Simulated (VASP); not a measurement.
# GaAs in VASP: notebook

GaAs is run at these levels: PBE; tasks: single point.

Everything below comes from runs of VASP 6.6.1. Logs are shortened: lines on timing, memory, paths and dates and some standing lists are left out, and cuts for length are marked.

**1. The cell of the first run**

The cell holds a slab with vacuum, 6 atoms: a = 4.063 Å, b = 5.746 Å, c = 18.063 Å, α = 90.00°, β = 90.00°, γ = 90.00°.

**2. Single point, PBE**

Contents of INCAR:

```
PREC = Accurate ; ENCUT = 520
EDIFF = 1E-7 ; ISMEAR = 0
SIGMA = 0.05 ; LREAL = F
LASPH = T ; NELM = 60
ALGO = Normal ; ISIF = 2
LWAVE = F ; LCHARG = F
LDIPOL = T ; IDIPOL = 3
DIPOL = 0.5 0.5 0.499 ; GGA = PE
NBANDS = 36
```

Contents of KPOINTS:

```
regular mesh
0
Gamma
  7 5 1
```

Contents of POSCAR:

```
GaAs
1.0
    4.0629609257      0.0000000000      0.0000000000
    0.0000000000      5.7458944445      0.0000000000
    0.0000000000      0.0000000000     18.0629609257
Ga As
3 3
Direct
    0.5000000000      0.5000000000      0.3875333634
    0.0000000000      0.0635978709      0.5125710375
    0.5000000000      0.4877934284      0.5841528999
    0.0000000000      0.2500000000      0.3875333634
    0.5000000000      0.8095619862      0.4904747912
    0.0000000000      0.2894090607      0.6307073522
```

Potentials or basis: VASP PAW PBE potentials, release 64 (Ga_d, As).

Started as:

```sh
cat potpaw_PBE.64/Ga_d/POTCAR potpaw_PBE.64/As/POTCAR > POTCAR
mpirun -np 1 vasp_std > vasp.out
```

OUTCAR:

```text
PREC = Accurate
   ENCUT = 520
   EDIFF = 1E-7
   ISMEAR = 0
   LREAL = F
   LASPH = T
   NELM = 60
   ISIF = 2
   GGA = PE

 ion  position               nearest neighbor table
   1  0.500  0.500  0.388-   4 2.49   4 2.49   5 2.57
   2  0.000  0.064  0.513-   6 2.50   4 2.50   5 2.53   5 2.53
   3  0.500  0.488  0.584-   6 2.48   6 2.48   5 2.51
   4  0.000  0.250  0.388-   1 2.49   1 2.49   2 2.50
   5  0.500  0.810  0.490-   3 2.51   2 2.53   2 2.53   1 2.57
   6  0.000  0.289  0.631-   3 2.48   3 2.48   2 2.50

  LATTYP: Found a simple orthorhombic cell.
 ALAT       =     4.0629609257
 B/A-ratio  =     1.4142135624
 C/A-ratio  =     4.4457628946

  Lattice vectors:

 A1 = (   4.0629609257,   0.0000000000,   0.0000000000)
 A2 = (   0.0000000000,   5.7458944445,   0.0000000000)
 A3 = (   0.0000000000,   0.0000000000,  18.0629609257)

Analysis of symmetry for initial positions (statically):
=====================================================================
 Subroutine PRICEL returns:
 Original cell was already a primitive cell.

 Routine SETGRP: Setting up the symmetry group for a
 simple orthorhombic supercell.

 Subroutine GETGRP returns: Found  2 space group operations
 (whereof  2 operations were pure point group operations)
 out of a pool of  8 trial point group operations.

The static configuration has the point symmetry C_1h.

Analysis of symmetry for dynamics (positions and initial velocities):
=====================================================================
 Subroutine PRICEL returns:
 Original cell was already a primitive cell.

 Routine SETGRP: Setting up the symmetry group for a
 simple orthorhombic supercell.

 Subroutine GETGRP returns: Found  2 space group operations
 (whereof  2 operations were pure point group operations)
 out of a pool of  8 trial point group operations.

The dynamic configuration has the point symmetry C_1h.

 Subroutine INISYM returns: Found  2 space group operations
 (whereof  2 operations are pure point group operations),
 and found     1 'primitive' translations

----------------------------------------------------------------------------------------

                                     Primitive cell

  volume of cell :     421.6860

  direct lattice vectors                    reciprocal lattice vectors
     4.062960926  0.000000000  0.000000000     0.246125921  0.000000000  0.000000000
     0.000000000  5.745894445  0.000000000     0.000000000  0.174037308  0.000000000
     0.000000000  0.000000000 18.062960926     0.000000000  0.000000000  0.055361909

  length of vectors
     4.062960926  5.745894445 18.062960926     0.246125921  0.174037308  0.055361909

  position of ions in fractional coordinates (direct lattice)
     0.500000000  0.500000000  0.387533363
     0.000000000  0.063597871  0.512571038
     0.500000000  0.487793428  0.584152900
     0.000000000  0.250000000  0.387533363
     0.500000000  0.809561986  0.490474791
     0.000000000  0.289409061  0.630707352

  ion indices of the primitive-cell ions
   primitive index   ion index
                 1           1
                 2           2
                 3           3
                 4           4
                 5           5
                 6           6

----------------------------------------------------------------------------------------

 KPOINTS: regular mesh

Automatic generation of k-mesh.
 Grid dimensions read from file:
 generate k-points for:    7    5    1

 Generating k-lattice:

  Cartesian coordinates                     Fractional coordinates (reciprocal lattice)
     0.035160846  0.000000000  0.000000000     0.142857143  0.000000000  0.000000000
     0.000000000  0.034807462  0.000000000     0.000000000  0.200000000  0.000000000
     0.000000000  0.000000000  0.055361909     0.000000000  0.000000000  1.000000000

  Length of vectors
     0.035160846  0.034807462  0.055361909

  Shift w.r.t. Gamma in fractional coordinates (k-lattice)
     0.000000000  0.000000000  0.000000000

 Subroutine IBZKPT returns following result:
 ===========================================

 Found     12 irreducible k-points:

 Following reciprocal coordinates:
            Coordinates               Weight
  0.000000  0.000000  0.000000      1.000000
  0.142857  0.000000  0.000000      2.000000
  0.285714  0.000000  0.000000      2.000000
  0.428571  0.000000  0.000000      2.000000
  0.000000  0.200000  0.000000      2.000000
  0.142857  0.200000  0.000000      4.000000
  0.285714  0.200000  0.000000      4.000000
  0.428571  0.200000  0.000000      4.000000
  0.000000  0.400000  0.000000      2.000000
  0.142857  0.400000  0.000000      4.000000
  0.285714  0.400000  0.000000      4.000000
  0.428571  0.400000  0.000000      4.000000
   k-points           NKPTS =     12   k-points in BZ     NKDIM =     12   number of bands    NBANDS=     36
   number of dos      NEDOS =    301   number of ions     NIONS =      6
   total plane-waves  NPLWV = 201600
   dimension x,y,z NGX =    30 NGY =   48 NGZ =  140
   dimension x,y,z NGXF=    60 NGYF=   96 NGZF=  280
   ions per type =               3   3
   NGX,Y,Z   is equivalent  to a cutoff of  12.28, 13.89, 12.89 a.u.
   NGXF,Y,Z  is equivalent  to a cutoff of  24.55, 27.78, 25.77 a.u.
 SYSTEM =  unknown system
   PREC   = accura    normal or accurate (medium, high low for compatibility)
   ISTART =      0    job   : 0-new  1-cont  2-samecut
   ICHARG =      2    charge: 1-file 2-atom 10-const
   ISPIN  =      1    spin polarized calculation?
   LNONCOLLINEAR =      F non collinear calculations
   LSORBIT =      F    spin-orbit coupling
   LASPH  =      T    aspherical Exc in radial PAW
   ENCUT  =  520.0 eV  38.22 Ry    6.18 a.u.   7.55 10.68 33.59*2*pi/ulx,y,z
   NELM   =     60;   NELMIN=  2; NELMDL= -5     # of ELM steps
   EDIFF  = 0.1E-06   stopping-criterion for ELM
   LREAL  =      F    real-space projection
   EDIFFG = 0.1E-05   stopping-criterion for IOM
   NSW    =      0    number of steps for IOM
   IBRION =     -1    ionic relax: 0-MD 1-quasi-New 2-CG
   NFREE  =      0    steps in history (QN), initial steepest desc. (CG)
   ISIF   =      2    stress and relaxation
   ISYM   =      2    0-nonsym 1-usesym 2-fastsym
   POTIM  = 0.5000    time-step for ionic-motion
   TEBEG  =    0.0;   TEEND  =   0.0 temperature during run
   PSTRESS=    0.0 pullay stress
   NELECT =      54.0000    total number of electrons
   NUPDOWN=      -1.0000    fix difference up-down
   EMIN   =  10.00;   EMAX   =-10.00  energy-range for DOS
   EFERMI =   0.00;   METHOD = LEGACY
   ISMEAR =     0;   SIGMA  =   0.05  broadening in eV -4-tet -1-fermi 0-gaus
   EFERMI_NEDOS =   21; number of points for ismear=-14 and -15
   IALGO  =     38    algorithm
   IMIX   =      4    mixing-type and parameters
     AMIX     =   0.40;   BMIX     =  1.00
     AMIX_MAG =   1.60;   BMIX_MAG =  1.00
  volume/ion in A,a.u.               =      70.28       474.28
  Fermi-wavevector in a.u.,A,eV,Ry     =   0.825169  1.559344  9.264264  0.680904
  Thomas-Fermi vector in A             =   1.936981
   LORBIT       =      0    0 simple, 1 ext, 2 COOP (PROOUT), +10 PAW based schemes
   GGA     = PE    functional components
   LHFCALC =     F    Hartree Fock is set to
   AEXX    =    0.0000 exact exchange contribution
   IVDW    =     0    specifies the selected vdW correction
   LEPSILON=     F    determine dielectric tensor
   LRPA    =     F    only Hartree local field effects (RPA)
 non-spin polarized calculation
 Gauss-broadening in eV      SIGMA  =   0.05
  energy-cutoff  :      520.00
  volume of cell :      421.69
 maximum number of plane-waves:     11385
 NGX is ok and might be reduce to    30
   NGX = 15   NGY = 21   NGZ = 67

 number of electron      54.0000036 magnetization

 dipolmoment           0.000000      0.000000      0.035069 electrons x Angstroem

 Free energy of the ion-electron system (eV)
  ---------------------------------------------------
  ext. energy  EPLUGINS =         0.00000000
  ---------------------------------------------------
  free energy    TOTEN  =       -22.71266350 eV

  energy without entropy =      -22.71266350  energy(sigma->0) =      -22.71266350

 E-fermi :  -1.8200     XC(G=0):  -3.9793

 val. band max:       -2.0392763447   @ k =   0.0000   0.0000   0.0000
 cond. band min:      -1.5810954490   @ k =   0.4286   0.0000   0.0000
 fundamental gap:      0.4581808957
 Fermi energy:        -1.8200495236

 k-point     1 :       0.0000    0.0000    0.0000
  band No.  band energies     occupation
      1     -16.9646      2.00000
      2     -16.9014      2.00000
      3     -16.8884      2.00000
      4     -16.8668      2.00000
      5     -16.8472      2.00000
      6     -16.8206      2.00000
[... 28 lines left out ...]
     35       2.4625      0.00000
     36       2.6264      0.00000

 k-point     2 :       0.1429    0.0000    0.0000
  band No.  band energies     occupation
      1     -16.9615      2.00000
      2     -16.8991      2.00000
      3     -16.8879      2.00000
      4     -16.8660      2.00000
      5     -16.8493      2.00000
      6     -16.8264      2.00000
[... 28 lines left out ...]
     35       2.4761      0.00000
     36       2.8775      0.00000

 k-point     3 :       0.2857    0.0000    0.0000
  band No.  band energies     occupation
      1     -16.9548      2.00000
      2     -16.8939      2.00000
      3     -16.8864      2.00000
      4     -16.8637      2.00000
      5     -16.8549      2.00000
      6     -16.8396      2.00000
[... 28 lines left out ...]
     35       3.0640      0.00000
     36       3.3824      0.00000
[... 274 lines left out ...]
 k-point    11 :       0.2857    0.4000    0.0000
  band No.  band energies     occupation
      1     -16.9544      2.00000
      2     -16.8936      2.00000
      3     -16.8868      2.00000
      4     -16.8636      2.00000
      5     -16.8549      2.00000
      6     -16.8398      2.00000
[... 28 lines left out ...]
     35       3.3983      0.00000
     36       3.4780      0.00000

 k-point    12 :       0.4286    0.4000    0.0000
  band No.  band energies     occupation
      1     -16.9471      2.00000
      2     -16.8895      2.00000
      3     -16.8840      2.00000
      4     -16.8615      2.00000
      5     -16.8601      2.00000
      6     -16.8525      2.00000
[... 28 lines left out ...]
     35       3.2983      0.00000
     36       3.6748      0.00000

------------------------ aborting loop because EDIFF is reached ----------------------------------------

 vacuum level on the upper side and lower side of the slab       (xc-potential included)         0.085        -0.142

  FORCE on cell =-STRESS in cart. coord.  units (eV):
  Direction    XX          YY          ZZ          XY          YZ          ZX
  --------------------------------------------------------------------------------------
  -------------------------------------------------------------------------------------
  Total       -2.3666049     -2.3496591      0.1307458      0.0000000      0.0006255      0.0000000
  in kB       -8.9918097     -8.9274248      0.4967630      0.0000000      0.0023764      0.0000000
  external PRESSURE =      -5.8074905 kB  Pullay stress =       0.0000000 kB

 VOLUME and BASIS-vectors are now :
 -----------------------------------------------------------------------------
  energy-cutoff  :      520.00
  volume of cell :      421.69
      direct lattice vectors                 reciprocal lattice vectors
     4.062960926  0.000000000  0.000000000     0.246125921  0.000000000  0.000000000
     0.000000000  5.745894445  0.000000000     0.000000000  0.174037308  0.000000000
     0.000000000  0.000000000 18.062960926     0.000000000  0.000000000  0.055361909

 POSITION                                       TOTAL-FORCE (eV/Angst)
 -----------------------------------------------------------------------------------
      2.03148      2.87295      7.00000         0.000000     -0.443291      1.028205
      0.00000      0.36543      9.25855         0.000000     -0.000811      0.001438
      2.03148      2.80281     10.55153         0.000000      0.005953     -0.001260
      0.00000      1.43647      7.00000         0.000000      0.436844     -1.054813
      2.03148      4.65166      8.85943         0.000000      0.008966     -0.005844
      0.00000      1.66291     11.39244         0.000000     -0.007662      0.032274
 -----------------------------------------------------------------------------------
    total drift:                                0.000000      0.000464     -0.000303

  FREE ENERGIE OF THE ION-ELECTRON SYSTEM (eV)
  ---------------------------------------------------
  free  energy   TOTEN  =       -22.7126634981 eV

  energy  without entropy=      -22.7126634981  energy(sigma->0) =      -22.71266350

 vacuum level on the upper side and lower side of the slab         2.885         2.636
```

Run time: 13 min. Hardware: 1 thread of Intel Xeon 8259CL, shared host; peak memory 0.52 GiB.

What came out:

```yaml
Free_energy: -22.7127 eV
Largest_force: 1.142 eV/Å
Band_gap_on_the_k_mesh: 0.46 eV, indirect (least direct gap 0.72 eV)
```

Forces in eV/Å, atoms in the order of the input:
```
Ga   0.000 -0.443  1.028
Ga   0.000 -0.001  0.001
Ga   0.000  0.006 -0.001
As   0.000  0.437 -1.055
As   0.000  0.009 -0.006
As   0.000 -0.008  0.032
```

**3. Single point, PBE**

This run uses another cell than the first one, of 77.40 Å³/atom, 1.101 times its volume.

Contents of INCAR:

```
PREC = Accurate
ENCUT = 400
EDIFF = 1E-6
ISMEAR = 0
SIGMA = 0.05
LREAL = F
LASPH = T
NELM = 120
ALGO = Normal
ISIF = 2
LWAVE = F
LCHARG = T
LDIPOL = T
IDIPOL = 3
DIPOL = 0.5 0.5 0.302
GGA = PE
LELF = T
LVHAR = T
LVACPOTAV = T
NBANDS = 36
GGA_COMPAT = F
NELMDL = -8
```

Contents of KPOINTS:

```
Automatic mesh
0
Gamma
  7 5 1
  0.5 0.5 0
```

Contents of POSCAR:

```
GaAs
1.0
    4.0629609257      0.0000000000      0.0000000000
    0.0000000000      5.7458944445      0.0000000000
    0.0000000000      0.0000000000     19.8924422580
Ga As
3 3
Direct
    0.5000000000      0.5000000000      0.2010813930
    0.0000000000      0.0635978709      0.3146195193
    0.5000000000      0.4877934284      0.3796180935
    0.0000000000      0.2500000000      0.2010813930
    0.5000000000      0.8095619862      0.2945554352
    0.0000000000      0.2894090607      0.4218909950
```

Potentials or basis: VASP PAW PBE potentials, release 64 (Ga_d, As).

Started as:

```sh
cat potpaw_PBE.64/Ga_d/POTCAR potpaw_PBE.64/As/POTCAR > POTCAR
mpirun -np 1 vasp_std > vasp.out
```

Run time: 7.3 min. Hardware: 1 thread of AMD EPYC 7R13, shared host; peak memory 0.42 GiB.

Results (log left out):

```yaml
Free_energy: -22.7205 eV
Largest_force: 1.136 eV/Å
Band_gap_on_the_k_mesh: 0.55 eV, indirect (least direct gap 0.65 eV)
```

Forces in eV/Å, atoms in the order of the input:
```
Ga   0.000 -0.435  1.030
Ga   0.000  0.012  0.001
Ga   0.000  0.011 -0.008
As   0.000  0.422 -1.055
As   0.000  0.008 -0.007
As   0.000 -0.018  0.039
```

Levels at points of the mesh, in eV from the valence-band top:
```
           k point  band 25  band 26  band 27  band 28  band 29  band 30
(0.50, 0.50, 0.00)    -1.78    -0.42    -0.10     0.55     2.79     2.99
```
